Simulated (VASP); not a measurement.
# As (R-3m) in VASP: a series of runs, part 2 of 2

VASP 6.6.1. Earlier steps stand in the parts before.

### 4 Single point, PBEsol

This run uses another cell than the first one, of the same volume but with other edges.

INCAR

```
SYSTEM = As
ALGO = Normal ; EDIFF = 1E-6
ENCUT = 520 ; GGA = PS
ISIF = 2 ; ISMEAR = 0
LASPH = .True. ; LCHARG = .False.
LREAL = .False. ; LWAVE = .False.
NBANDS = 12 ; NELM = 80
PREC = Accurate ; SIGMA = 0.15
```

KPOINTS

```
k-points
0
Gamma
  18 18 18
  0 0 0
```

POSCAR

```
As
1.0
    1.9327277950      1.1158609127      3.2972910171
   -1.9327277950      1.1158609127      3.2972910171
    0.0000000000     -2.2317218254      3.2972910171
As
2
Direct
    0.2275400000      0.2275400000      0.2275400000
    0.7724600000      0.7724600000      0.7724600000
```

Potentials or basis: VASP PAW PBE potentials, release 64 (As).

On the command line:

```sh
> cat potpaw_PBE.64/As/POTCAR > POTCAR
> mpirun -np 1 vasp_std > vasp.out
```

OUTCAR:

```text
SYSTEM = As
   EDIFF = 1E-6
   ENCUT = 520
   GGA = PS
   ISIF = 2
   ISMEAR = 0
   LASPH = .True.
   LREAL = .False.
   NELM = 80
   PREC = Accurate

 ion  position               nearest neighbor table
   1  0.228  0.228  0.228-   2 2.54   2 2.54   2 2.54
   2  0.772  0.772  0.772-   1 2.54   1 2.54   1 2.54

  LATTYP: Found a trigonal (rhomboedric) cell.
 ALAT       =     3.9815462270
 COS(alpha) =     0.5287321038

  Lattice vectors:

 A1 = (   1.9327277950,   1.1158609127,   3.2972910171)
 A2 = (  -1.9327277950,   1.1158609127,   3.2972910171)
 A3 = (   0.0000000000,  -2.2317218254,   3.2972910171)

Analysis of symmetry for initial positions (statically):
=====================================================================
 Subroutine PRICEL returns:
 Original cell was already a primitive cell.

 Routine SETGRP: Setting up the symmetry group for a
 trigonal (rhombohedral) supercell.

 Subroutine GETGRP returns: Found 12 space group operations
 (whereof 12 operations were pure point group operations)
 out of a pool of 12 trial point group operations.

The static configuration has the point symmetry D_3d.

Analysis of symmetry for dynamics (positions and initial velocities):
=====================================================================
 Subroutine PRICEL returns:
 Original cell was already a primitive cell.

 Routine SETGRP: Setting up the symmetry group for a
 trigonal (rhombohedral) supercell.

 Subroutine GETGRP returns: Found 12 space group operations
 (whereof 12 operations were pure point group operations)
 out of a pool of 12 trial point group operations.

The dynamic configuration has the point symmetry D_3d.

 Subroutine INISYM returns: Found 12 space group operations
 (whereof 12 operations are pure point group operations),
 and found     1 'primitive' translations

----------------------------------------------------------------------------------------

                                     Primitive cell

  volume of cell :      42.6667

[... 118 lines left out ...]
   LRPA    =     F    only Hartree local field effects (RPA)
 non-spin polarized calculation
 Gauss-broadening in eV      SIGMA  =   0.15
  energy-cutoff  :      520.00
  volume of cell :       42.67
 maximum number of plane-waves:      1168
 NGX is ok and might be reduce to    30

 number of electron      10.0000000 magnetization

 Free energy of the ion-electron system (eV)
  ---------------------------------------------------
  ext. energy  EPLUGINS =         0.00000000
  ---------------------------------------------------
  free energy    TOTEN  =       -10.18644021 eV

  energy without entropy =      -10.18385730  energy(sigma->0) =      -10.18514876

 E-fermi :   5.2519     XC(G=0): -10.1708

 val. band max:        5.2340976402   @ k =   0.3333   0.1667   0.1667
 cond. band min:       5.2628792561   @ k =   0.3333   0.2222   0.1667
 fundamental gap:      0.0287816159
 Fermi energy:         5.2519284245

 k-point     1 :       0.0000    0.0000    0.0000
  band No.  band energies     occupation
      1      -9.6073      2.00000
      2      -0.2031      2.00000
      3       3.0838      2.00000
      4       3.0838      2.00000
      5       3.5410      2.00000
      6       7.2193      0.00000
      7       8.4053      0.00000
      8       8.4053      0.00000
      9      11.7318      0.00000
     10      11.7318      0.00000
     11      12.5836      0.00000
     12      13.9047      0.00000
[... 331 lines left out ...]
 k-point    24 :      -0.2222    0.0556    0.0000
  band No.  band energies     occupation
      1      -8.8161      2.00000
      2      -2.7314      2.00000
      3       2.4316      2.00000
      4       3.5601      2.00000
      5       4.0610      2.00000
      6       6.6075      0.00000
      7       7.0133      0.00000
      8       8.0040      0.00000
      9      11.0186      0.00000
     10      12.2766      0.00000
     11      12.9003      0.00000
     12      16.4185      0.00000

 [... further k-points ...]

------------------------ aborting loop because EDIFF is reached ----------------------------------------

  FORCE on cell =-STRESS in cart. coord.  units (eV):
  Direction    XX          YY          ZZ          XY          YZ          ZX
  --------------------------------------------------------------------------------------
  -------------------------------------------------------------------------------------
  Total       -0.5726086     -0.5726086      0.4205526      0.0000000      0.0000000     -0.0000000
  in kB      -21.5020147    -21.5020147     15.7921613      0.0000000      0.0000000     -0.0000000
  external PRESSURE =      -9.0706227 kB  Pullay stress =       0.0000000 kB

 VOLUME and BASIS-vectors are now :
 -----------------------------------------------------------------------------
  energy-cutoff  :      520.00
  volume of cell :       42.67
      direct lattice vectors                 reciprocal lattice vectors
     1.932727795  1.115860913  3.297291017     0.258701717  0.149361506  0.101093089
    -1.932727795  1.115860913  3.297291017    -0.258701717  0.149361506  0.101093089
     0.000000000 -2.231721825  3.297291017     0.000000000 -0.298723012  0.101093089

 POSITION                                       TOTAL-FORCE (eV/Angst)
 -----------------------------------------------------------------------------------
      0.00000      0.00000      2.25080         0.000000      0.000000      0.386095
      0.00000      0.00000      7.64108         0.000000     -0.000000     -0.386095
 -----------------------------------------------------------------------------------
    total drift:                               -0.000000      0.000000     -0.000000

  FREE ENERGIE OF THE ION-ELECTRON SYSTEM (eV)
  ---------------------------------------------------
  free  energy   TOTEN  =       -10.1864402106 eV

  energy  without entropy=      -10.1838573012  energy(sigma->0) =      -10.18514876
```

OSZICAR:

```text
N       E                     dE             d eps       ncg     rms          rms(c)
DAV:   1     0.276259127773E+02    0.27626E+02   -0.41904E+03 13920   0.694E+02
DAV:   2    -0.862250863782E+01   -0.36248E+02   -0.34630E+02 18816   0.110E+02
DAV:   3    -0.102082978045E+02   -0.15858E+01   -0.15777E+01 17664   0.236E+01
DAV:   4    -0.102158196359E+02   -0.75218E-02   -0.75212E-02 15660   0.185E+00
DAV:   5    -0.102158372652E+02   -0.17629E-04   -0.17630E-04 17644   0.979E-02    0.328E+00
DAV:   6    -0.101968205189E+02    0.19017E-01   -0.60109E-03 15668   0.416E-01    0.196E+00
DAV:   7    -0.101864435202E+02    0.10377E-01   -0.12600E-02 16184   0.623E-01    0.721E-02
DAV:   8    -0.101864274982E+02    0.16022E-04   -0.68988E-04 16008   0.155E-01    0.265E-02
DAV:   9    -0.101864408502E+02   -0.13352E-04   -0.30327E-05 17268   0.342E-02    0.161E-02
DAV:  10    -0.101864402106E+02    0.63965E-06   -0.14447E-06 13168   0.701E-03
   1 F= -.10186440E+02 E0= -.10185149E+02  d E =-.258291E-02
```

stdout:

```text
POSCAR found type information on POSCAR As
 POSCAR found :  1 types and       2 ions
 scaLAPACK will be used
 -----------------------------------------------------------------------------
|                                                                             |
|                                                                             |
|     You enforced a specific xc type in the INCAR file but a different       |
|     I HOPE YOU KNOW WHAT YOU ARE DOING!                                     |
|                                                                             |
 -----------------------------------------------------------------------------

 LDA part: xc-table for (Slater+PW92), standard interpolation
 POSCAR, INCAR and KPOINTS ok, starting setup
 FFT: planning ... GRIDC
 FFT: planning ... GRID_SOFT
 FFT: planning ... GRID
 WAVECAR not read
 entering main loop
```

Wall time 2.6 min (1 thread of Intel Xeon Platinum 8488C (Sapphire Rapids), shared host); peak memory 0.36 GiB.

Results:

* Free energy: -10.1864 eV
* Pressure: -0.9 GPa
* Largest force: 0.386 eV/Å
* Band gap on the k mesh: zero (bands 5 and 6 overlap by 0.15 eV)

Forces in eV/Å, atoms in the order of the input:
```
As   0.000  0.000  0.386
As   0.000  0.000 -0.386
```

Stress tensor (GPa, compression positive):
```
-2.15  0.00  0.00
 0.00 -2.15  0.00
 0.00  0.00  1.58
```

Levels at points of the mesh, in eV from the Fermi level:
```
           k point  band 2  band 3  band 4  band 5  band 6  band 7  band 8  band 9
(0.00, 0.00, 0.00)   -5.46   -2.17   -2.17   -1.71    1.97    3.15    3.15    6.48
(0.50, 0.00, 0.00)  -11.10   -2.61   -2.00   -0.32   -0.12    0.88    1.19    9.47
(0.50, 0.50, 0.00)   -9.44   -6.00   -4.31   -3.89    1.52    5.89    6.90    7.78
(0.50, 0.50, 0.50)   -9.86   -1.89   -1.89   -1.13    0.38    0.38    1.55    8.52
```

Caveat: the PAW data sets were made with another functional, which shifts forces and pressure a little.

### 5 Summary

| cell | gap on the mesh (eV) | pressure (GPa) | largest force (eV/Å) |
| --- | --- | --- | --- |
| a = 3.877 Å, angles 61.6°, 2 atoms | none | -2.2 | 0.44 |
| a = 4.435 Å, angles 47.0°, 2 atoms | none | 2.1 | 0.36 |
| a = 3.982 Å, angles 58.1°, 2 atoms | none | -0.9 | 0.39 |

Alike in all rows: task single point; level PBEsol; potentials or basis VASP PAW PBE potentials, release 64 (As); no spin polarisation; k mesh 18 × 18 × 18; cutoff (eV) 520; smearing gaussian 0.15 eV.

Caveats: the PAW data sets were made with another functional, which shifts forces and pressure a little.

Total energies depend on the potentials used, so only differences within one code and one set of settings carry meaning.
